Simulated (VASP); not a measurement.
Here is a VASP 6.6.1 calculation.

The input INCAR:

```
SYSTEM = Hf
PREC     = Accurate       ! precision mode
ENCUT    = 520            ! plane-wave cutoff, eV
EDIFF    = 1E-6           ! SCF threshold, eV
ISMEAR   = -1             ! smearing method
SIGMA    = 0.05           ! smearing width, eV
LREAL    = .FALSE.        ! projectors in reciprocal space
LASPH    = .TRUE.         ! aspherical terms in the spheres
NELM     = 80             ! most SCF steps
ALGO     = Normal         ! electronic algorithm
ISIF     = 2              ! what is computed and relaxed
LWAVE    = .FALSE.        ! write WAVECAR
LCHARG   = .FALSE.        ! write CHGCAR
GGA      = PS             ! functional
NBANDS   = 17             ! bands
```

The input KPOINTS:

```
regular mesh
0
G
  13 13 7
  0 0 0
```

Contents of POSCAR:

```
Hf
1.0
    3.2286655094      0.0000000000      0.0000000000
   -1.6143327547      2.7961063515      0.0000000000
    0.0000000000      0.0000000000      5.0578000000
Hf
2
Direct
    0.3333333333      0.6666666667      0.2500000000
    0.6666666667      0.3333333333      0.7500000000
```

Potentials or basis: VASP PAW PBE potentials, release 64 (Hf_pv).

Run with:

```sh
$ cat potpaw_PBE.64/Hf_pv/POTCAR > POTCAR
$ mpirun -np 1 vasp_std > vasp.out
```

**Question.** Predict the pressure.

**Answer.** -6.0 GPa.

**Question.** Estimate the band gap on the k mesh.

**Answer.** Zero (band 10 reaches 5.76 eV, above the bottom of band 11 at 4.22 eV).

Stress tensor (GPa, compression positive):
```
-6.25  0.00  0.00
 0.00 -6.25  0.00
 0.00  0.00 -5.49
```

Caveat: the cell differs from its parent crystal (equal xx and yy strain of +1 %); the PAW data sets were made with another functional, which shifts forces and pressure a little; spin-orbit coupling is left out, which moves the levels of the heavy elements.
